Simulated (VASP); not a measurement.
A run of VASP 6.6.1:

The input INCAR:

```
SYSTEM = ScAl2P3
PREC = Accurate ; ENCUT = 520
EDIFF = 1E-7 ; ISMEAR = 0
SIGMA = 0.1 ; LREAL = .False.
LASPH = .True. ; NELM = 60
ALGO = Normal ; ISIF = 2
LWAVE = .False. ; LCHARG = .False.
GGA = PE ; NBANDS = 25
```

The input KPOINTS:

```
regular mesh
0
Gamma
  6 6 2
  0 0 0
```

File POSCAR:

```
ScAl2P3
1.0
    3.4388175370      0.0000000000      0.0000000000
    0.0000000000      3.4388175370      0.0000000000
    0.0000000000      0.0000000000      8.6028553127
Sc Al P
1 2 3
Direct
    0.0000000000      0.0000000000      0.5000000000
    0.0000000000      0.0000000000      0.1583624655
    0.0000000000      0.0000000000      0.8416375345
    0.5000000000      0.5000000000      0.3692206292
    0.5000000000      0.5000000000      0.6307793708
    0.5000000000      0.5000000000      0.0000000000
```

Potentials or basis: VASP PAW PBE potentials, release 64 (Sc_sv, Al, P).

Run with:

```sh
$ cat potpaw_PBE.64/Sc_sv/POTCAR potpaw_PBE.64/Al/POTCAR potpaw_PBE.64/P/POTCAR > POTCAR
$ mpirun -np 1 vasp_std > vasp.out
```

Hardware: 1 thread of Intel(R) Xeon(R) 6975P-C (Granite Rapids), on a shared host.

Task: Estimate the wall time of this run.

Result: It took 26 s on 1 thread of Intel(R) Xeon(R) 6975P-C (Granite Rapids), on a shared host, peak memory 0.23 GiB. Counts: scf iterations 16, k points 20.
